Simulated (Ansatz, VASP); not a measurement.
BP in VASP and in Ansatz

The input INCAR:

```
SYSTEM = BP
PREC     = Accurate       ! precision mode
ENCUT    = 500            ! plane-wave cutoff, eV
EDIFF    = 1E-6           ! SCF threshold, eV
ISMEAR   = -1             ! smearing method
SIGMA    = 0.05           ! smearing width, eV
LREAL    = .FALSE.        ! projectors in reciprocal space
LASPH    = .TRUE.         ! aspherical terms in the spheres
NELM     = 120            ! most SCF steps
ALGO     = Normal         ! electronic algorithm
ISIF     = 2              ! what is computed and relaxed
LWAVE    = .FALSE.        ! write WAVECAR
LCHARG   = .FALSE.        ! write CHGCAR
GGA      = LIBXC          ! functional
LIBXC1   = GGA_X_B88    
LIBXC2   = GGA_C_PBE    
NBANDS   = 11             ! bands
GGA_COMPAT= .FALSE.
```

File KPOINTS:

```
Automatic mesh
0
G
  10 10 10
  0 0 0
```

The input POSCAR:

```
BP
1.0
    0.0000000000      2.2840269280      2.2840269280
    2.2840269280      0.0000000000      2.2840269280
    2.2840269280      2.2840269280      0.0000000000
P B
1 1
Direct
    0.7500000000      0.7500000000      0.7500000000
    0.0000000000      0.0000000000      0.0000000000
```

Contents of input.yaml:

```yaml
crystal:
  lattice:
    - [0.0, 2.284026928, 2.284026928]
    - [2.284026928, 0.0, 2.284026928]
    - [2.284026928, 2.284026928, 0.0]
  atoms:
    - { symbol: P, position: [0.75, 0.75, 0.75] }
    - { symbol: B, position: [0.0, 0.0, 0.0] }
hamiltonian:
  xc: { exchange: b88, correlation: pbe }
  pseudopotentials: { kind: paw }
kpoints:
  mp_grid: { grid: [10, 10, 10] }
scf:
  occupations: { method: fermi_dirac, width: 0.05 }
output:
  forces: true
  stress: true
  eigenvalues: true
  write_density: true
  write_potential: true
  elf: true
  volumetric_format: npy
```

Alike in both runs: task single point; functional b88 exchange, pbe correlation; k mesh 10 × 10 × 10; occupations fermi-dirac, width 0.05 eV; no spin polarisation.

|  | VASP | Ansatz |
| --- | --- | --- |
| version | VASP 6.6.1 | Ansatz 0.2.0 |
| potentials or method | VASP PAW PBE potentials, release 64 (P, B) | Ansatz PAW |
| plane-wave cutoff (eV) | 500 | 420 |
| valence electrons in the cell | 8 | 8 |

Ansatz gave:

```
gap on the k mesh at the Fermi level (eV) : 1.27
least direct gap on the mesh (eV)         : 3.39
pressure (GPa)                            : -1.7
```

**Question.** Estimate VASP's values.

**Answer.** gap on the k mesh at the Fermi level (eV): 1.27; least direct gap on the mesh (eV): 3.39; pressure (GPa): -2.0.

VASP's potentials were made for PBE, not for b88 exchange, pbe correlation.
